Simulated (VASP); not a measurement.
A run of VASP 6.6.1 is set up as follows.

INCAR

```
ALGO = Fast
EDIFF = 1E-6
EDIFFG = -0.005
ENCUT = 600
GGA = CA
IBRION = 2
ISIF = 3
ISMEAR = 0
LASPH = True
LCHARG = False
LREAL = False
LWAVE = False
NELM = 60
NSW = 100
PREC = Accurate
SIGMA = 0.1
```

KPOINTS

```
k-points
0
Gamma
  16 16 14
```

Contents of POSCAR:

```
ZnNi
1.0
    2.6338521845      0.0000000000      0.0000000000
    0.0000000000      2.6338521845      0.0000000000
    0.0000000000      0.0000000000      3.1841450343
Zn Ni
1 1
Direct
    0.5000000000      0.5000000000      0.5000000000
    0.0000000000      0.0000000000      0.0000000000
```

Potentials or basis: VASP PAW LDA potentials, release 64 (Zn, Ni).

The run is started by

```bash
$ cat potpaw_LDA.64/Zn/POTCAR potpaw_LDA.64/Ni/POTCAR > POTCAR
$ mpirun -np 1 vasp_std > vasp.out
```

(1) Estimate the space group after relaxing (to 0.05 Å).

(2) Predict the relaxed volume.

(3) Predict the relaxed cell.

(4) What does it give for the band gap on the k mesh?

Results:

(1) P4/mmm (No. 123).

(2) 11.10 Å³/atom.

(3) a = 2.639 Å, b = 2.639 Å, c = 3.186 Å, α = 90.00°, β = 90.00°, γ = 90.00°.

(4) zero (band 11 reaches 12.37 eV, above the bottom of band 12 at 5.81 eV).
